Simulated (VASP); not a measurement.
Set up this calculation in VASP 6.6.1, as the native input.

```
Task                   : single point
Functional             : LDA
Potentials or basis    : VASP PAW LDA potentials, release 64 (Ba_sv)
Cutoff                 : 520 eV
k mesh                 : 12 × 12 × 12
Occupations            : gaussian, width 0.15 eV
Spin                   : no spin polarisation
Dipole correction      : no
Further INCAR settings : ALGO = Normal; EDIFF = 1e-07; NBANDS = 11
```

The structure of Ba lies in POSCAR:

```
Ba
1.0
    3.8001860143      0.0000000000      0.0000000000
    0.0000000000      3.8001860143      0.0000000000
    0.0000000000      0.0000000000      3.8589517774
Ba
1
Direct
    0.0000000000      0.0000000000      0.0000000000
```

This cell differs from its parent crystal: strain -0.030 along x and y, -0.015 along z.

One way to write it, as run:

INCAR

```
ALGO = Normal ; EDIFF = 1E-7
ENCUT = 520 ; GGA = CA
ISIF = 2 ; ISMEAR = 0
LASPH = T ; LCHARG = F
LREAL = F ; LWAVE = F
NBANDS = 11 ; NELM = 100
PREC = Accurate ; SIGMA = 0.15
```

KPOINTS

```
k-points
0
Gamma
  12 12 12
```

Potentials or basis: VASP PAW LDA potentials, release 64 (Ba_sv).

Run with:

```bash
$ cat potpaw_LDA.64/Ba_sv/POTCAR > POTCAR
$ mpirun -np 1 vasp_std > vasp.out
```

It gave:

```yaml
Pressure: -0.5 GPa
Band_gap_on_the_k_mesh: zero (bands 5 and 6 overlap by 0.28 eV)
```

Caveat: the cell differs from its parent crystal (strain -0.030 along x and y, -0.015 along z); spin-orbit coupling is left out, which moves the levels of the heavy elements.

Run time: 29 s on 1 thread of AMD EPYC 9R45 96-Core Processor (Zen 5), on a shared host, peak memory 0.2 GiB.
